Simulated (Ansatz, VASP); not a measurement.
**Two plane-wave programs on C**

POSCAR

```
C
1.0
    2.4558907252      0.0000000000      0.0000000000
   -1.2279453626      2.1268637570      0.0000000000
    0.0000000000      0.0000000000      7.1907812951
C
4
Direct
    0.0000000000      0.0000000000      0.0025000000
    0.0000000000      0.0000000000      0.5025000000
    0.3333333333      0.6666666667      0.0025000000
    0.6666666667      0.3333333333      0.5025000000
```

File INCAR.step1:

```
ALGO     = Normal         # electronic algorithm
EDIFF    = 1E-4           # SCF threshold, eV
ENCUT    = 520            # plane-wave cutoff, eV
GGA      = PE             # functional
ISMEAR   = 0              # smearing method
LASPH    = True           # aspherical terms in the spheres
LCHARG   = False          # write CHGCAR
LREAL    = False          # projectors in reciprocal space
LWAVE    = True           # write WAVECAR
NBANDS   = 16             # bands
NELM     = 60             # most SCF steps
PREC     = Accurate       # precision mode
SIGMA    = 0.15           # smearing width, eV
```

File INCAR.step2:

```
ALGO     = Normal         # electronic algorithm
EDIFF    = 1E-6           # SCF threshold, eV
ENCUT    = 520            # plane-wave cutoff, eV
ISIF     = 2              # what is computed and relaxed
ISMEAR   = 0              # smearing method
ISTART   = 1            
LASPH    = True           # aspherical terms in the spheres
LCHARG   = True           # write CHGCAR
LELF     = True           # ELF
LMIXTAU  = True         
LREAL    = False          # projectors in reciprocal space
LVHAR    = True         
LWAVE    = False          # write WAVECAR
METAGGA  = R2SCAN         # meta-GGA
NBANDS   = 16             # bands
NELM     = 60             # most SCF steps
PREC     = Accurate       # precision mode
SIGMA    = 0.15           # smearing width, eV
```

KPOINTS

```
k-points
0
Gamma
  24 24 8
```

Input for Ansatz:

```yaml
crystal:
  lattice:
    - [2.4558907252, 0.0, 0.0]
    - [-1.2279453626, 2.126863757, 0.0]
    - [0.0, 0.0, 7.1907812951]
  atoms:
    - { symbol: C, position: [0.0, 0.0, 0.0025] }
    - { symbol: C, position: [0.0, 0.0, 0.5025] }
    - { symbol: C, position: [0.3333333333, 0.6666666667, 0.0025] }
    - { symbol: C, position: [0.6666666667, 0.3333333333, 0.5025] }
basis:
  ecutwfc: 500
kpoints:
  mp_grid: { grid: [24, 24, 8] }
hamiltonian:
  xc: r2scan
scf:
  occupations: { method: gaussian, width: 0.15 }
output:
  forces: true
  stress: true
  eigenvalues: true
```

Change from the starting cell: strain +0.0200 x Voigt [0, 0, 1, 0, 0, 0], atoms carried along.

Alike in both runs: task single point; functional r2SCAN; k mesh 24 × 24 × 8; occupations gaussian, width 0.15 eV; no spin polarisation.

|  | VASP | Ansatz |
| --- | --- | --- |
| version | VASP 6.6.1 | Ansatz 0.2.0 |
| potentials or method | VASP PAW PBE potentials, release 64 (C), cutoff 520 eV | scalar-relativistic, plane waves, PAW |
| valence electrons in the cell | 16 | 16 |

```tsv
	VASP	Ansatz	Ansatz less VASP
gap on the k mesh at the Fermi level (eV)	none	none	-
pressure (GPa)	0.5	-0.1	-0.63
traceless stress, the component that is largest in VASP (GPa)	-0.99	-0.25	+0.734
```

VASP's potentials were made for PBE, not for r2SCAN. A gap of «none» marks a metal or a gap that the smearing closes. The functional is the same, so the differences come from potentials, cutoffs and numerics.
